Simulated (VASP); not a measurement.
# HfPb4O (F-43m) in VASP: notebook, part 2 of 2

VASP 6.6.1. Earlier steps stand in the parts before.

## Step 3: Single point, PBE

This run uses another cell than the first one, of 27.82 Å³/atom.

INCAR

```
SYSTEM = HfPb4O
ALGO = Normal ; EDIFF = 1E-6
ENCUT = 520 ; GGA = PE
ISIF = 2 ; ISMEAR = 0
LASPH = .TRUE. ; LCHARG = .FALSE.
LREAL = .FALSE. ; LWAVE = .FALSE.
NBANDS = 45 ; NELM = 80
PREC = Accurate ; SIGMA = 0.1
```

KPOINTS

```
k-points
0
G
  8 8 8
  0 0 0
```

POSCAR

```
HfPb4O
1.0
    0.0000000000      4.3700066137      4.3700066137
    4.3700066137      0.0000000000      4.3700066137
    4.3700066137      4.3700066137      0.0000000000
Hf Pb O
1 4 1
Direct
    0.0000000000      0.0000000000      0.0000000000
    0.6251598792      0.1245203623      0.6251598792
    0.6251598792      0.6251598792      0.1245203623
    0.6251598792      0.6251598792      0.6251598792
    0.1245203623      0.6251598792      0.6251598792
    0.2500000000      0.2500000000      0.2500000000
```

Potentials or basis: VASP PAW PBE potentials, release 64 (Hf_pv, Pb_d, O).

Run with:

```bash
> cat potpaw_PBE.64/Hf_pv/POTCAR potpaw_PBE.64/Pb_d/POTCAR potpaw_PBE.64/O/POTCAR > POTCAR
> mpirun -np 1 vasp_std > vasp.out
```

OUTCAR:

```text
SYSTEM = HfPb4O
   EDIFF = 1E-6
   ENCUT = 520
   GGA = PE
   ISIF = 2
   ISMEAR = 0
   LASPH = .TRUE.
   LREAL = .FALSE.
   NELM = 80
   PREC = Accurate

 ion  position               nearest neighbor table
   1  0.000  0.000  0.000-   2 3.62   3 3.62   3 3.62   5 3.62   2 3.62   5 3.62   4 3.62   4 3.62
                             4 3.62   2 3.62   5 3.62   3 3.62
   2  0.625  0.125  0.625-   3 3.09   4 3.09   5 3.09   3 3.09   4 3.09   5 3.09   1 3.62   1 3.62
[... 1367 lines left out ...]
  -------------------------------------------------------------------------------------
  Total       -0.0989937     -0.0989937     -0.0989937     -0.0000000      0.0000000      0.0000000
  in kB       -0.9502584     -0.9502584     -0.9502584     -0.0000000      0.0000000      0.0000000
  external PRESSURE =      -0.9502584 kB  Pullay stress =       0.0000000 kB

 VOLUME and BASIS-vectors are now :
 -----------------------------------------------------------------------------
  energy-cutoff  :      520.00
  volume of cell :      166.91
      direct lattice vectors                 reciprocal lattice vectors
     0.000000000  4.370006614  4.370006614    -0.114416303  0.114416303  0.114416303
     4.370006614  0.000000000  4.370006614     0.114416303 -0.114416303  0.114416303
     4.370006614  4.370006614  0.000000000     0.114416303  0.114416303 -0.114416303

 POSITION                                       TOTAL-FORCE (eV/Angst)
 -----------------------------------------------------------------------------------
      0.00000      0.00000      0.00000        -0.000000     -0.000000     -0.000000
      3.27611      5.46391      3.27611         0.000399     -0.000399      0.000399
      3.27611      3.27611      5.46391         0.000399      0.000399     -0.000399
      5.46391      5.46391      5.46391        -0.000399     -0.000399     -0.000399
      5.46391      3.27611      3.27611        -0.000399      0.000399      0.000399
      2.18500      2.18500      2.18500        -0.000000     -0.000000     -0.000000
 -----------------------------------------------------------------------------------
    total drift:                                0.000001      0.000001      0.000001

  FREE ENERGIE OF THE ION-ELECTRON SYSTEM (eV)
  ---------------------------------------------------
  free  energy   TOTEN  =       -24.8344297215 eV

  energy  without entropy=      -24.8066948010  energy(sigma->0) =      -24.82056226
```

OSZICAR:

```text
N       E                     dE             d eps       ncg     rms          rms(c)
DAV:   1     0.883473516347E+03    0.88347E+03   -0.34716E+04  2610   0.183E+03
DAV:   2     0.828680833080E+02   -0.80061E+03   -0.78354E+03  2620   0.515E+02
DAV:   3    -0.243310255200E+02   -0.10720E+03   -0.10420E+03  3330   0.213E+02
DAV:   4    -0.313494577158E+02   -0.70184E+01   -0.69427E+01  3340   0.541E+01
DAV:   5    -0.315474771073E+02   -0.19802E+00   -0.19768E+00  3319   0.917E+00    0.180E+01
DAV:   6    -0.336453227654E+02   -0.20978E+01   -0.36341E+01  3001   0.176E+01    0.332E+01
DAV:   7    -0.266016887479E+02    0.70436E+01   -0.48277E+01  3215   0.965E+00    0.120E+01
DAV:   8    -0.248167805434E+02    0.17849E+01   -0.46888E+00  3184   0.927E+00    0.296E+00
DAV:   9    -0.248446368575E+02   -0.27856E-01   -0.70893E-01  3009   0.240E+00    0.265E+00
DAV:  10    -0.248767491949E+02   -0.32112E-01   -0.47387E-01  3546   0.114E+00    0.240E+00
DAV:  11    -0.248534988299E+02    0.23250E-01   -0.77440E-01  3330   0.137E+00    0.153E+00
DAV:  12    -0.248419130259E+02    0.11586E-01   -0.26440E-01  3240   0.721E-01    0.895E-01
DAV:  13    -0.248346182234E+02    0.72948E-02   -0.78745E-02  3398   0.569E-01    0.209E-01
DAV:  14    -0.248344322819E+02    0.18594E-03   -0.48515E-03  3357   0.181E-01    0.517E-02
DAV:  15    -0.248345418374E+02   -0.10956E-03   -0.62197E-04  3496   0.767E-02    0.114E-01
DAV:  16    -0.248344666533E+02    0.75184E-04   -0.16748E-03  3231   0.566E-02    0.637E-02
DAV:  17    -0.248344289901E+02    0.37663E-04   -0.23500E-04  2780   0.247E-02    0.571E-03
DAV:  18    -0.248344297215E+02   -0.73137E-06   -0.60508E-06  2172   0.815E-03
   1 F= -.24834430E+02 E0= -.24820562E+02  d E =-.277349E-01
```

It took 2.8 min on 1 thread of Intel Xeon 6975P-C (Granite Rapids), shared host; peak memory 0.43 GiB.

Results:

```
Free energy            : -24.8344 eV
Pressure               : -0.1 GPa
Band gap on the k mesh : zero (bands 36 and 37 overlap by 1.09 eV)
```

Caveat: spin-orbit coupling is left out, which moves the levels of the heavy elements.

## Step 4: Relaxation of cell and atoms, PBE

INCAR

```
ALGO     = Normal         # electronic algorithm
EDIFF    = 1E-6           # SCF threshold, eV
EDIFFG   = -0.01          # ionic threshold
ENCUT    = 600            # plane-wave cutoff, eV
GGA      = PE             # functional
IBRION   = 2              # ionic algorithm
ISIF     = 3              # what is computed and relaxed
ISMEAR   = 0              # smearing method
LASPH    = True           # aspherical terms in the spheres
LCHARG   = False          # write CHGCAR
LREAL    = False          # projectors in reciprocal space
LWAVE    = False          # write WAVECAR
NELM     = 60             # most SCF steps
NSW      = 100            # ionic steps
PREC     = Accurate       # precision mode
SIGMA    = 0.1            # smearing width, eV
```

KPOINTS

```
k-points
0
Gamma
  8 8 8
```

POSCAR

```
HfPb4O
1.0
    0.0000000000      4.3225596800      4.3225596800
    4.3225596800      0.0000000000      4.3225596800
    4.3225596800      4.3225596800      0.0000000000
Hf Pb O
1 4 1
Direct
    0.0000000000      0.0000000000      0.0000000000
    0.6249677700      0.1250966900      0.6249677700
    0.6249677700      0.6249677700      0.1250966900
    0.6249677700      0.6249677700      0.6249677700
    0.1250966900      0.6249677700      0.6249677700
    0.2500000000      0.2500000000      0.2500000000
```

Run with:

```bash
> cat potpaw_PBE.64/Hf_pv/POTCAR potpaw_PBE.64/Pb_d/POTCAR potpaw_PBE.64/O/POTCAR > POTCAR
> mpirun -np 1 vasp_std > vasp.out
```

It took 11 min on 1 thread of Intel Xeon 6975P-C (Granite Rapids), shared host; peak memory 0.51 GiB.

Results (log left out):

```yaml
Free_energy: -24.8335 eV
Relaxed_volume: 27.77 Å³/atom
Relaxed_cell: a = 6.176 Å, b = 6.176 Å, c = 6.176 Å, α = 60.00°, β = 60.00°, γ = 60.00°
Space_group_after_relaxing_to_0.1_Å: F-43m (No. 216)
Energy_gained_by_relaxing: 4.3 meV/atom
Ionic_steps: 5
Pressure_after_relaxing: 0.0 GPa
Largest_force_after_relaxing: 0.004 eV/Å
Band_gap_on_the_k_mesh: zero (bands 36 and 37 overlap by 1.09 eV)
```

Forces on the atoms (eV/Å):
```
Hf   0.000  0.000  0.000
Pb   0.002 -0.002  0.002
Pb   0.002  0.002 -0.002
Pb  -0.002 -0.002 -0.002
Pb  -0.002  0.002  0.002
O    0.000  0.000  0.000
```

The path:
| step | energy change (eV) | largest force (eV/Å) | pressure (GPa) | volume (Å³) |
| --- | --- | --- | --- | --- |
| 1 | 0.0000 | 0.0436 | 1.64 | 161.53 |
| 2 | -0.0243 | 0.0254 | -0.39 | 168.06 |
| 3 | -0.0259 | 0.0284 | -0.01 | 166.70 |
| 4 | -0.0259 | 0.0286 | 0.02 | 166.60 |
| 5 | -0.0260 | 0.0041 | 0.03 | 166.59 |

Final structure:
```cif
data_structure
_symmetry_space_group_name_H-M 'P 1'
_symmetry_Int_Tables_number 1
_cell_length_a 6.1762
_cell_length_b 6.1762
_cell_length_c 6.1762
_cell_angle_alpha 60.000
_cell_angle_beta 60.000
_cell_angle_gamma 60.000
_cell_volume 166.59
loop_
_atom_site_label
_atom_site_type_symbol
_atom_site_fract_x
_atom_site_fract_y
_atom_site_fract_z
_atom_site_occupancy
Hf1 Hf 0.00000 0.00000 0.00000 1
Pb1 Pb 0.62516 0.12451 0.62516 1
Pb2 Pb 0.62516 0.62516 0.12451 1
Pb3 Pb 0.62516 0.62516 0.62516 1
Pb4 Pb 0.12451 0.62516 0.62516 1
O1 O 0.25000 0.25000 0.25000 1
```

Levels at points of the mesh, in eV from the Fermi level:
```
           k point  band 32  band 33  band 34  band 35  band 36  band 37  band 38  band 39  band 40  band 41
(0.00, 0.00, 0.00)    -2.99    -1.72    -1.72    -0.74    -0.74    -0.74    -0.39     1.58     1.58     1.58
(0.50, 0.00, 0.00)    -0.98    -0.98    -0.95    -0.40     0.36     0.36     0.62     0.62     0.84     1.98
(0.50, 0.50, 0.00)    -1.12    -0.65    -0.53    -0.05    -0.05     0.06     0.87     1.48     1.61     1.61
```

Caveat: spin-orbit coupling is left out, which moves the levels of the heavy elements.

## Step 5: Summary

| task | cell | k mesh | cutoff (eV) | gap on the mesh (eV) | pressure (GPa) |
| --- | --- | --- | --- | --- | --- |
| single point | a = 6.113 Å, angles 60.0°, 6 atoms, atomic positions A | 4 × 4 × 4 | 520 | none | 1.6 |
| single point | a = 6.180 Å, angles 60.0°, 6 atoms, atomic positions B | 8 × 8 × 8 | 520 | none | -0.1 |
| relaxation of cell and atoms | relaxed from a = 6.113 Å, angles 60.0°, 6 atoms, atomic positions A | 8 × 8 × 8 | 600 | none | 0.0 |

Alike in all rows: level PBE; potentials or basis VASP PAW PBE potentials, release 64 (Hf_pv, Pb_d, O); no spin polarisation; smearing gaussian 0.1 eV.

Caveats: spin-orbit coupling is left out, which moves the levels of the heavy elements.

Absolute energies hang on the potentials; compare differences alone.
